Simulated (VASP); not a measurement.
# MnS (Fm-3m) in VASP: notebook

MnS is run at these levels: PBEsol+U; tasks: single point.

Everything below comes from runs of VASP 6.6.1. Logs are shortened: lines on timing, memory, paths and dates and some standing lists are left out, and cuts for length are marked.

## (1) The cell of the first run

Symmetry: Fm-3m, No. 225, cubic system. The conventional cell has a = 5.224 Å, b = 5.224 Å, c = 5.224 Å, α = 90.00°, β = 90.00°, γ = 90.00°. Within 3.4 Å of Mn (site symmetry m-3m) lie 6 S at 2.61 Å. S (site symmetry m-3m) has 6 Mn at 2.61 Å within 3.4 Å.

## (2) Single point, PBEsol+U, collinear spin, ferromagnetic start

File INCAR:

```
SYSTEM = MnS
PREC = Accurate
ENCUT = 520
EDIFF = 1E-6
ISMEAR = 0
SIGMA = 0.05
LREAL = .False.
LASPH = .True.
NELM = 150
ALGO = Normal
ISIF = 2
LWAVE = .False.
LCHARG = .False.
ISPIN = 2
MAGMOM = 5 5 0 0
LORBIT = 11
LMAXMIX = 4
LDAU = .True.
LDAUTYPE = 1
LDAUL = 2 -1
LDAUU = 4 0
LDAUJ = 0.9 0
LDAUPRINT = 1
GGA = PS
NBANDS = 31
```

File KPOINTS:

```
regular mesh
0
Gamma
  6 6 6
  0 0 0
```

File POSCAR:

```
MnS
1.0
    0.0000000000      2.6122498900      2.6122498900
    5.2244997800      2.6122498900      2.6122498900
    5.2244997800      5.2244997800      0.0000000000
Mn S
2 2
Direct
    0.0000000000      0.0000000000      0.0000000000
    0.0000000000      0.0000000000      0.5000000000
    0.5000000000      0.5000000000      0.0000000000
    0.5000000000      0.5000000000      0.5000000000
```

Potentials or basis: VASP PAW PBE potentials, release 64 (Mn_pv, S).

Command:

```console
$ cat potpaw_PBE.64/Mn_pv/POTCAR potpaw_PBE.64/S/POTCAR > POTCAR
$ mpirun -np 1 vasp_std > vasp.out
```

OUTCAR:

```text
SYSTEM = MnS
   PREC = Accurate
   ENCUT = 520
   EDIFF = 1E-6
   ISMEAR = 0
   LREAL = .False.
   LASPH = .True.
   NELM = 150
   ISIF = 2
   ISPIN = 2
   LORBIT = 11
   GGA = PS

 ion  position               nearest neighbor table
   1  0.000  0.000  0.000-   4 2.61   3 2.61   4 2.61   3 2.61   4 2.61   4 2.61
   2  0.000  0.000  0.500-   3 2.61   3 2.61   4 2.61   4 2.61   3 2.61   3 2.61
   3  0.500  0.500  0.000-   2 2.61   1 2.61   2 2.61   1 2.61   2 2.61   2 2.61
   4  0.500  0.500  0.500-   1 2.61   1 2.61   2 2.61   2 2.61   1 2.61   1 2.61

  LATTYP: Found a simple tetragonal cell.
 ALAT       =     3.6942792227
 C/A-ratio  =     1.4142135624

  Lattice vectors:

 A1 = (   0.0000000000,  -2.6122498900,   2.6122498900)
 A2 = (   0.0000000000,  -2.6122498900,  -2.6122498900)
 A3 = (   5.2244997800,   0.0000000000,   0.0000000000)

Analysis of symmetry for initial positions (statically):
=====================================================================
 Subroutine PRICEL returns following result:

  LATTYP: Found a face centered cubic cell.
 ALAT       =     5.2244997800
[... 12 lines left out ...]
 Subroutine GETGRP returns: Found 16 space group operations
 (whereof 16 operations were pure point group operations)
 out of a pool of 16 trial point group operations.

The static configuration has the point symmetry D_4h.

Analysis of symmetry for dynamics (positions and initial velocities):
=====================================================================
 Subroutine PRICEL returns following result:

  LATTYP: Found a face centered cubic cell.
 ALAT       =     5.2244997800
[... 12 lines left out ...]
 Subroutine GETGRP returns: Found 16 space group operations
 (whereof 16 operations were pure point group operations)
 out of a pool of 16 trial point group operations.

The dynamic configuration has the point symmetry D_4h.

Analysis of structural, dynamic, and magnetic symmetry:
=====================================================================
 Subroutine PRICEL returns following result:

  LATTYP: Found a face centered cubic cell.
 ALAT       =     5.2244997800
[... 12 lines left out ...]
 Subroutine GETGRP returns: Found 16 space group operations
 (whereof 16 operations were pure point group operations)
 out of a pool of 16 trial point group operations.

The overall configuration has the point symmetry D_4h.

 Subroutine INISYM returns: Found 16 space group operations
 (whereof 16 operations are pure point group operations),
 and found     2 'primitive' translations

----------------------------------------------------------------------------------------

                                     Primitive cell

  volume of cell :      35.6512

  direct lattice vectors                    reciprocal lattice vectors
    -2.612249890  2.612249890 -0.000000000    -0.191405884  0.191405884 -0.191405884
    -2.612249890  0.000000000  2.612249890    -0.191405884 -0.191405884  0.191405884
     0.000000000  2.612249890  2.612249890     0.191405884  0.191405884  0.191405884

  length of vectors
     3.694279223  3.694279223  3.694279223     0.331524716  0.331524716  0.331524716

  position of ions in fractional coordinates (direct lattice)
     0.000000000  0.000000000  0.000000000
     0.500000000  0.500000000  0.500000000

  ion indices of the primitive-cell ions
[... 128 lines left out ...]
 -0.0000 -0.0000 -0.0000  0.9295  0.0000
 -0.0000 -0.0000  0.0001  0.0000  0.9512

spin component  2

  0.0168 -0.0000  0.0000 -0.0000  0.0000
 -0.0000  0.0166 -0.0000  0.0000  0.0000
  0.0000 -0.0000  0.0836 -0.0000  0.0001
 -0.0000  0.0000 -0.0000  0.0168 -0.0000
  0.0000  0.0000  0.0001 -0.0000  0.0835

 occupancies and eigenvectors

  o =  0.0166  v =  0.0000  0.0000  0.0000  0.0000  0.0000  0.0000 -1.0000 -0.0000 -0.0000  0.0000      0.0000  0.0000  0.0000  0.0000  0.0000  0.0000  0.0000  0.0000  0.0000  0.0000
  o =  0.0168  v =  0.0000  0.0000  0.0000  0.0000  0.0000  0.0000  0.0000  0.0000 -1.0000  0.0000      0.0000  0.0000  0.0000  0.0000  0.0000  0.0000  0.0000  0.0000  0.0000  0.0000
  o =  0.0168  v =  0.0000  0.0000  0.0000  0.0000  0.0000  1.0000  0.0000  0.0000  0.0000  0.0000      0.0000  0.0000  0.0000  0.0000  0.0000  0.0000  0.0000  0.0000  0.0000  0.0000
  o =  0.0835  v =  0.0000  0.0000  0.0000  0.0000  0.0000  0.0000 -0.0000  0.5000  0.0000 -0.8660      0.0000  0.0000  0.0000  0.0000  0.0000  0.0000  0.0000  0.0000  0.0000  0.0000
  o =  0.0836  v =  0.0000  0.0000  0.0000  0.0000  0.0000  0.0000  0.0000  0.8660  0.0000  0.5000      0.0000  0.0000  0.0000  0.0000  0.0000  0.0000  0.0000  0.0000  0.0000  0.0000
  o =  0.9295  v =  0.0000  1.0000  0.0000  0.0000 -0.0000  0.0000  0.0000  0.0000  0.0000  0.0000      0.0000  0.0000  0.0000  0.0000  0.0000  0.0000  0.0000  0.0000  0.0000  0.0000
  o =  0.9295  v =  0.0000  0.0000  0.0000 -1.0000  0.0000  0.0000  0.0000  0.0000  0.0000  0.0000      0.0000  0.0000  0.0000  0.0000  0.0000  0.0000  0.0000  0.0000  0.0000  0.0000
  o =  0.9295  v =  1.0000  0.0000  0.0000  0.0000  0.0000  0.0000  0.0000  0.0000  0.0000  0.0000      0.0000  0.0000  0.0000  0.0000  0.0000  0.0000  0.0000  0.0000  0.0000  0.0000
  o =  0.9511  v =  0.0000 -0.0000  0.5000  0.0000 -0.8660  0.0000  0.0000  0.0000  0.0000  0.0000      0.0000  0.0000  0.0000  0.0000  0.0000  0.0000  0.0000  0.0000  0.0000  0.0000
  o =  0.9513  v =  0.0000  0.0000 -0.8660 -0.0000 -0.5000  0.0000  0.0000  0.0000  0.0000  0.0000      0.0000  0.0000  0.0000  0.0000  0.0000  0.0000  0.0000  0.0000  0.0000  0.0000

atom =   2  type =  1  l = 2

 onsite density matrix

spin component  1

  0.9295  0.0000  0.0000 -0.0000  0.0000
  0.0000  0.9295 -0.0000 -0.0000 -0.0000
  0.0000 -0.0000  0.9513  0.0000  0.0001
 -0.0000 -0.0000  0.0000  0.9295  0.0000
  0.0000 -0.0000  0.0001  0.0000  0.9512

spin component  2

  0.0168 -0.0000 -0.0000 -0.0000 -0.0000
 -0.0000  0.0166  0.0000  0.0000  0.0000
 -0.0000  0.0000  0.0836 -0.0000  0.0001
 -0.0000  0.0000 -0.0000  0.0168 -0.0000
 -0.0000  0.0000  0.0001 -0.0000  0.0835

 occupancies and eigenvectors

  o =  0.0166  v =  0.0000  0.0000  0.0000  0.0000  0.0000 -0.0000 -1.0000 -0.0000 -0.0000  0.0000      0.0000  0.0000  0.0000  0.0000  0.0000  0.0000  0.0000  0.0000  0.0000  0.0000
  o =  0.0168  v =  0.0000  0.0000  0.0000  0.0000  0.0000 -0.0030  0.0000  0.0000 -1.0000 -0.0000      0.0000  0.0000  0.0000  0.0000  0.0000  0.0000  0.0000  0.0000  0.0000  0.0000
  o =  0.0168  v =  0.0000  0.0000  0.0000  0.0000  0.0000  1.0000 -0.0000  0.0000 -0.0030  0.0000      0.0000  0.0000  0.0000  0.0000  0.0000  0.0000  0.0000  0.0000  0.0000  0.0000
  o =  0.0835  v =  0.0000  0.0000  0.0000  0.0000  0.0000  0.0000 -0.0000  0.5000  0.0000 -0.8660      0.0000  0.0000  0.0000  0.0000  0.0000  0.0000  0.0000  0.0000  0.0000  0.0000
  o =  0.0836  v =  0.0000  0.0000  0.0000  0.0000  0.0000 -0.0000  0.0000  0.8660  0.0000  0.5000      0.0000  0.0000  0.0000  0.0000  0.0000  0.0000  0.0000  0.0000  0.0000  0.0000
  o =  0.9295  v =  0.0000 -1.0000 -0.0000  0.0000 -0.0000  0.0000  0.0000  0.0000  0.0000  0.0000      0.0000  0.0000  0.0000  0.0000  0.0000  0.0000  0.0000  0.0000  0.0000  0.0000
  o =  0.9295  v =  1.0000  0.0000  0.0000  0.0000  0.0000  0.0000  0.0000  0.0000  0.0000  0.0000      0.0000  0.0000  0.0000  0.0000  0.0000  0.0000  0.0000  0.0000  0.0000  0.0000
  o =  0.9295  v =  0.0000 -0.0000 -0.0000 -1.0000  0.0000  0.0000  0.0000  0.0000  0.0000  0.0000      0.0000  0.0000  0.0000  0.0000  0.0000  0.0000  0.0000  0.0000  0.0000  0.0000
  o =  0.9511  v =  0.0000 -0.0000 -0.5000  0.0000  0.8660  0.0000  0.0000  0.0000  0.0000  0.0000      0.0000  0.0000  0.0000  0.0000  0.0000  0.0000  0.0000  0.0000  0.0000  0.0000
  o =  0.9513  v =  0.0000  0.0000 -0.8660 -0.0000 -0.5000  0.0000  0.0000  0.0000  0.0000  0.0000      0.0000  0.0000  0.0000  0.0000  0.0000  0.0000  0.0000  0.0000  0.0000  0.0000

 number of electron      37.9999988 magnetization      10.0000143

 Free energy of the ion-electron system (eV)
  ---------------------------------------------------
  ext. energy  EPLUGINS =         0.00000000
  ---------------------------------------------------
  free energy    TOTEN  =       -27.83566001 eV

  energy without entropy =      -27.83564276  energy(sigma->0) =      -27.83565139

 E-fermi :   6.4439     XC(G=0): -10.7356

 val. band max:        6.3432077236   @ k =   0.5000   0.0000   0.0000
 cond. band min:       6.5328279028   @ k =   0.5000   0.5000   0.0000
 fundamental gap:      0.1896201792
 Fermi energy:         6.4438873123

 spin component 1

 k-point     1 :       0.0000    0.0000    0.0000
  band No.  band energies     occupation
      1     -44.2939      1.00000
      2     -44.2897      1.00000
      3     -44.2897      1.00000
      4     -44.2868      1.00000
      5     -44.2866      1.00000
      6     -44.2866      1.00000
[... 1625 lines left out ...]
     30      14.6117      0.00000
     31      15.5979      0.00000

 [... further k-points ...]
[... 5 lines left out ...]
  --------------------------------------------------------------------------------------
  -------------------------------------------------------------------------------------
  Total       -0.4751619     -0.4448968     -0.4448968      0.0000000      0.0000000     -0.0000000
  in kB      -10.6769698     -9.9969081     -9.9969081      0.0000000      0.0000000     -0.0000000
  external PRESSURE =     -10.2235953 kB  Pullay stress =       0.0000000 kB

 VOLUME and BASIS-vectors are now :
 -----------------------------------------------------------------------------
  energy-cutoff  :      520.00
  volume of cell :       71.30
      direct lattice vectors                 reciprocal lattice vectors
     0.000000000  2.612249890  2.612249890    -0.191405884  0.191405884  0.191405884
     5.224499780  2.612249890  2.612249890     0.191405884 -0.191405884  0.191405884
     5.224499780  5.224499780  0.000000000     0.000000000  0.191405884 -0.191405884

 POSITION                                       TOTAL-FORCE (eV/Angst)
 -----------------------------------------------------------------------------------
      0.00000      0.00000      0.00000        -0.000000      0.000000     -0.000000
      2.61225      2.61225      0.00000        -0.000000     -0.000000      0.000000
      2.61225      2.61225      2.61225         0.000000      0.000000      0.000000
      5.22450      5.22450      2.61225        -0.000000      0.000000      0.000000
 -----------------------------------------------------------------------------------
    total drift:                                0.000000      0.000000      0.000000

  FREE ENERGIE OF THE ION-ELECTRON SYSTEM (eV)
  ---------------------------------------------------
  free  energy   TOTEN  =       -27.8356600115 eV

  energy  without entropy=      -27.8356427622  energy(sigma->0) =      -27.83565139

 total charge

# of ion       s       p       d       tot
------------------------------------------
    1        0.221   6.171   4.890  11.282
    2        0.221   6.171   4.890  11.282
    3        1.316   2.426   0.000   3.741
    4        1.316   2.426   0.000   3.741
--------------------------------------------------
tot          3.073  17.193   9.781  30.047

 magnetization (x)

# of ion       s       p       d       tot
------------------------------------------
    1        0.048   0.039   4.465   4.552
    2        0.048   0.039   4.465   4.552
    3        0.021   0.075   0.000   0.097
    4        0.021   0.075   0.000   0.097
--------------------------------------------------
tot          0.138   0.228   8.930   9.296
```

Run time: 1.9 min. Hardware: 1 thread of Intel Xeon 6975P-C (Granite Rapids), shared host; peak memory 0.38 GiB.

What came out:

```yaml
Free_energy: -27.8357 eV
Pressure: -1.0 GPa
Band_gap_on_the_k_mesh: 0.19 eV
Net_moment: 10.00 μB per cell
Site_moments: Mn +4.55; S +0.10 μB
Valence_electrons_inside_the_program's_atomic_spheres: Mn 11.28; S 3.74
```

Eigenvalues of the final occupation matrices:
```tsv
site	spin	trace	eigenvalues
site 1 d	1	4.69	0.93 0.93 0.93 0.95 0.95
site 1 d	2	0.22	0.02 0.02 0.02 0.08 0.08
site 2 d	1	4.69	0.93 0.93 0.93 0.95 0.95
site 2 d	2	0.22	0.02 0.02 0.02 0.08 0.08
```

Caveat: the PAW data sets were made with another functional, which shifts forces and pressure a little; only a ferromagnetic start was run, and an antiferromagnetic order may lie lower in energy. A k mesh can miss the band edges.

## (3) Single point, PBEsol+U, collinear spin, antiferromagnetic start

File INCAR:

```
PREC     = Accurate       # precision mode
ENCUT    = 520            # plane-wave cutoff, eV
EDIFF    = 1E-6           # SCF threshold, eV
ISMEAR   = 0              # smearing method
SIGMA    = 0.05           # smearing width, eV
LREAL    = False          # projectors in reciprocal space
LASPH    = True           # aspherical terms in the spheres
NELM     = 150            # most SCF steps
ALGO     = Normal         # electronic algorithm
ISIF     = 2              # what is computed and relaxed
LWAVE    = False          # write WAVECAR
LCHARG   = False          # write CHGCAR
ISPIN    = 2              # spin polarisation
MAGMOM   = 4.44 -4.44 -0.04 0.04 # initial moments
LORBIT   = 11             # projections on sites
LMAXMIX  = 4              # l up to which the mixer works
LDAU     = True           # DFT+U
LDAUTYPE = 1            
LDAUL    = 2 -1           # shell
LDAUU    = 4 0            # U, eV
LDAUJ    = 0.9 0        
LDAUPRINT= 1            
GGA      = PS             # functional
NBANDS   = 31             # bands
```

File KPOINTS:

```
Automatic mesh
0
Gamma
  6 6 6
```

POSCAR is that of step 2.

Potentials or basis: VASP PAW PBE potentials, release 64 (Mn_pv, S).

Command:

```console
$ cat potpaw_PBE.64/Mn_pv/POTCAR potpaw_PBE.64/S/POTCAR > POTCAR
$ mpirun -np 1 vasp_std > vasp.out
```

Run time: 1.8 min. Hardware: 1 thread of Intel Xeon 6975P-C (Granite Rapids), shared host; peak memory 0.38 GiB.

Results (log left out):

```yaml
Free_energy: -27.8800 eV
Pressure: -1.8 GPa
Band_gap_on_the_k_mesh: 0.81 eV
Net_moment: 0.00 μB per cell
Site_moments: Mn +4.52, -4.52; S -0.03, +0.03 μB
Valence_electrons_inside_the_program's_atomic_spheres: Mn 11.28; S 3.74
```

Levels at points of the mesh, in eV from the valence-band top:
Spin up:
```csv
k point,band 15,band 16,band 17,band 18,band 19,band 20,band 21,band 22,band 23,band 24
"(0.00, 0.00, 0.00)",-3.04,-3.04,-1.43,-1.43,-1.42,0.83,1.19,1.84,2.30,2.30
"(0.50, 0.00, 0.00)",-3.82,-2.65,-2.43,-0.21,0.00,2.85,2.87,2.99,3.03,3.20
"(0.50, 0.50, 0.00)",-3.75,-3.09,-3.02,-3.02,-2.97,0.81,1.40,1.40,2.20,2.50
"(0.00, 0.00, 0.50)",-3.89,-3.21,-2.79,-2.53,-0.10,2.28,2.44,2.70,2.84,4.22
"(0.50, 0.00, 0.50)",-3.85,-3.73,-3.39,-3.39,-2.68,2.22,2.32,2.32,2.80,3.12
"(0.00, 0.50, 0.50)",-2.53,-2.53,-2.25,-1.91,-1.91,0.84,1.84,2.49,2.82,2.82
```
Spin down:
```
           k point  band 15  band 16  band 17  band 18  band 19  band 20  band 21  band 22  band 23  band 24
(0.00, 0.00, 0.00)    -3.04    -3.04    -1.43    -1.43    -1.42     0.83     1.19     1.84     2.30     2.30
(0.50, 0.00, 0.00)    -3.82    -2.65    -2.43    -0.21     0.00     2.85     2.87     2.99     3.03     3.20
(0.50, 0.50, 0.00)    -3.75    -3.09    -3.02    -3.02    -2.97     0.81     1.40     1.40     2.20     2.50
(0.00, 0.00, 0.50)    -3.89    -3.21    -2.79    -2.53    -0.10     2.28     2.44     2.70     2.84     4.22
(0.50, 0.00, 0.50)    -3.85    -3.73    -3.39    -3.39    -2.68     2.22     2.32     2.32     2.80     3.12
(0.00, 0.50, 0.50)    -2.53    -2.53    -2.25    -1.91    -1.91     0.84     1.84     2.49     2.82     2.82
```

Eigenvalues of the final occupation matrices:
```csv
site,spin,trace,eigenvalues
site 1 d,1,4.68,0.93 0.93 0.93 0.95 0.95
site 1 d,2,0.23,0.02 0.02 0.02 0.08 0.09
site 2 d,1,0.23,0.02 0.02 0.02 0.08 0.09
site 2 d,2,4.68,0.93 0.93 0.93 0.95 0.95
```

Caveat: the PAW data sets were made with another functional, which shifts forces and pressure a little. The state reached can hang on the start; a lower one may exist.
